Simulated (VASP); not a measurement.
Wanted: the native input for a VASP 6.6.1 run.

```
Task                   : single point
Functional             : LDA
Potentials or basis    : VASP PAW LDA potentials, release 64 (Co, O)
Cutoff                 : 520 eV
k mesh                 : 6 × 6 × 4
Occupations            : gaussian, width 0.1 eV
Spin                   : collinear spin, antiferromagnetic start
Starting moments       : [-2.15, 2.15, 0.15, -0.16] μB
Dipole correction      : no
Further INCAR settings : ALGO = Normal; EDIFF = 1e-06; NBANDS = 27
```

The structure of CoO lies in POSCAR:

```
CoO
1.0
    2.6525671080      0.0000000000      0.0000000000
   -1.3262835540      2.2971905007      0.0000000000
    0.0000000000      0.0000000000      5.9078114926
Co O
2 2
Direct
    0.0000000000      0.0000000000      0.0337362044
    0.3333333333      0.6666666667      0.5337281027
    0.0000000000      0.0000000000      0.3412656829
    0.3333333333      0.6666666667      0.8412710101
```

One way to write it, as run:

INCAR

```
SYSTEM = CoO
ALGO     = Normal         ! electronic algorithm
EDIFF    = 1E-6           ! SCF threshold, eV
ENCUT    = 520            ! plane-wave cutoff, eV
GGA      = CA             ! functional
ISIF     = 2              ! what is computed and relaxed
ISMEAR   = 0              ! smearing method
ISPIN    = 2              ! spin polarisation
LASPH    = .True.         ! aspherical terms in the spheres
LCHARG   = .False.        ! write CHGCAR
LMAXMIX  = 4              ! l up to which the mixer works
LORBIT   = 11             ! projections on sites
LREAL    = .False.        ! projectors in reciprocal space
LWAVE    = .False.        ! write WAVECAR
MAGMOM   = -2.15 2.15 0.15 -0.16 ! initial moments
NBANDS   = 27             ! bands
NELM     = 150            ! most SCF steps
PREC     = Accurate       ! precision mode
SIGMA    = 0.1            ! smearing width, eV
```

KPOINTS

```
k-points
0
Gamma
  6 6 4
  0 0 0
```

Potentials or basis: VASP PAW LDA potentials, release 64 (Co, O).

Run with:

```console
$ cat potpaw_LDA.64/Co/POTCAR potpaw_LDA.64/O/POTCAR > POTCAR
$ mpirun -np 1 vasp_std > vasp.out
```

It gave:

```json
{"Pressure": "-1.1 GPa", "Largest force": "0.129 eV/Å", "Band gap on the k mesh": "zero (filled and empty bands overlap)", "Net moment": "0.00 μB per cell", "Site moments": "Co -1.57, +1.57; O +0.07, -0.07 μB", "Valence electrons inside the program's atomic spheres": "Co 8.36; O 4.98"}
```

Caveat: the k points lie up to 0.46 Å⁻¹ apart; semilocal functionals often make such compounds metallic where correlation or magnetic order opens a gap, which also shifts bond lengths.

Wall time 60 s on 1 thread of Intel(R) Xeon(R) Platinum 8259CL CPU @ 2.50GHz (Skylake/Cascade Lake), on a shared host, peak memory 0.16 GiB.
